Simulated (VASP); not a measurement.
Wanted: the native input for a VASP 6.6.1 run.

| Item | Value |
| --- | --- |
| Task | single point |
| Functional | LDA |
| Potentials or basis | VASP PAW LDA potentials, release 64 (Al, Ga_d, N) |
| Cutoff | 520 eV |
| k mesh | 6 × 6 × 6 |
| Occupations | gaussian, width 0.01 eV |
| Spin | no spin polarisation |
| Dipole correction | no |
| Further INCAR settings | ALGO = Normal; EDIFF = 1e-06; NBANDS = 31 |

The structure of Al3GaN4 lies in POSCAR:

```
Al3GaN4
1.0
    4.3991667772      0.0000000000      0.0000000000
    0.0000000000      4.3991667772      0.0000000000
    0.0000000000      0.0000000000      4.3991667772
Al Ga N
3 1 4
Direct
    0.5000000000      0.5000000000      0.0000000000
    0.5000000000      0.0000000000      0.5000000000
    0.0000000000      0.5000000000      0.5000000000
    0.0000000000      0.0000000000      0.0000000000
    0.7449207588      0.7449207588      0.2550792412
    0.7449207588      0.2550792412      0.7449207588
    0.2550792412      0.7449207588      0.7449207588
    0.2550792412      0.2550792412      0.2550792412
```

The input as run:

INCAR

```
ALGO     = Normal         # electronic algorithm
EDIFF    = 1E-6           # SCF threshold, eV
ENCUT    = 520            # plane-wave cutoff, eV
ISIF     = 2              # what is computed and relaxed
ISMEAR   = 0              # smearing method
LASPH    = True           # aspherical terms in the spheres
LCHARG   = False          # write CHGCAR
LREAL    = False          # projectors in reciprocal space
LWAVE    = False          # write WAVECAR
NBANDS   = 31             # bands
NELM     = 100            # most SCF steps
PREC     = Accurate       # precision mode
SIGMA    = 0.01           # smearing width, eV
```

KPOINTS

```
k-points
0
Gamma
  6 6 6
```

Potentials or basis: VASP PAW LDA potentials, release 64 (Al, Ga_d, N).

The run is started by

```sh
$ cat potpaw_LDA.64/Al/POTCAR potpaw_LDA.64/Ga_d/POTCAR potpaw_LDA.64/N/POTCAR > POTCAR
$ mpirun -np 1 vasp_std > vasp.out
```

Results of the run:

```json
{
 "Pressure": "-3.3 GPa",
 "Largest force": "0.024 eV/Å",
 "Band gap on the k mesh": "3.35 eV"
}
```

Caveat: the cell stands under tension.

Run time: 42 s on 1 thread of Intel(R) Xeon(R) Platinum 8375C CPU @ 2.90GHz (Ice Lake), with other jobs on the host, peak memory 0.19 GiB.
